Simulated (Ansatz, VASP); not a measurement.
**One calculation of LiCl, two programs**

The input POSCAR:

```
LiCl
1.0
    0.0000000000      2.5233856682      2.6495549516
    2.5233856682      0.0000000000      2.6495549516
    2.5233856682      2.5233856682      0.0000000000
Li Cl
1 1
Direct
    0.0000000000      0.0000000000      0.0000000000
    0.5000000000      0.5000000000      0.5000000000
```

Contents of INCAR.step1:

```
SYSTEM = LiCl
PREC     = Accurate       ! precision mode
ENCUT    = 520            ! plane-wave cutoff, eV
ISMEAR   = 0              ! smearing method
SIGMA    = 0.05           ! smearing width, eV
LREAL    = .False.        ! projectors in reciprocal space
LASPH    = .True.         ! aspherical terms in the spheres
NELM     = 80             ! most SCF steps
NBANDS   = 12             ! bands
GGA      = PE             ! functional
ALGO     = Normal         ! electronic algorithm
EDIFF    = 1E-4           ! SCF threshold, eV
LWAVE    = .True.         ! write WAVECAR
LCHARG   = .False.        ! write CHGCAR
```

The input INCAR.step2:

```
SYSTEM = LiCl
PREC     = Accurate       ! precision mode
ENCUT    = 520            ! plane-wave cutoff, eV
EDIFF    = 1E-7           ! SCF threshold, eV
ISMEAR   = 0              ! smearing method
SIGMA    = 0.05           ! smearing width, eV
LREAL    = .False.        ! projectors in reciprocal space
LASPH    = .True.         ! aspherical terms in the spheres
NELM     = 80             ! most SCF steps
ALGO     = Normal         ! electronic algorithm
ISIF     = 2              ! what is computed and relaxed
LWAVE    = .False.        ! write WAVECAR
LCHARG   = .False.        ! write CHGCAR
METAGGA  = R2SCAN         ! meta-GGA
LMIXTAU  = .True.       
NBANDS   = 12             ! bands
ISTART   = 1
```

The input KPOINTS:

```
Automatic mesh
0
Gamma
  8 8 8
  0 0 0
```

Input for Ansatz:

```yaml
crystal:
  lattice:
    - [0.0, 2.5233856682, 2.6495549516]
    - [2.5233856682, 0.0, 2.6495549516]
    - [2.5233856682, 2.5233856682, 0.0]
  atoms:
    - { symbol: Li, position: [0.0, 0.0, 0.0] }
    - { symbol: Cl, position: [0.5, 0.5, 0.5] }
basis:
  ecutwfc: 500
kpoints:
  mp_grid: { grid: [8, 8, 8] }
hamiltonian:
  xc: r2scan
scf:
  occupations: { method: gaussian, width: 0.05 }
output:
  forces: true
  stress: true
  eigenvalues: true
  write_density: true
  write_potential: true
  elf: true
  volumetric_format: npy
```

Alike in both runs: task single point; functional r2SCAN; k mesh 8 × 8 × 8; occupations gaussian, width 0.05 eV; no spin polarisation.

|  | VASP | Ansatz |
| --- | --- | --- |
| version | VASP 6.6.1 | Ansatz 0.2.0 |
| potentials or method | VASP PAW PBE potentials, release 64 (Li_sv, Cl), cutoff 520 eV | scalar-relativistic, plane waves, PAW |
| valence electrons in the cell | 10 | 10 |

|  | VASP | Ansatz | Ansatz less VASP |
| --- | --- | --- | --- |
| gap on the k mesh at the Fermi level (eV) | 7.22 | 7.15 | -0.065 |
| least direct gap on the mesh (eV) | 7.22 | 7.15 | -0.065 |

VASP's potentials were made for PBE, not for r2SCAN.

Noted on VASP's run: the cutoff is short for stress, so the pressure is rough.
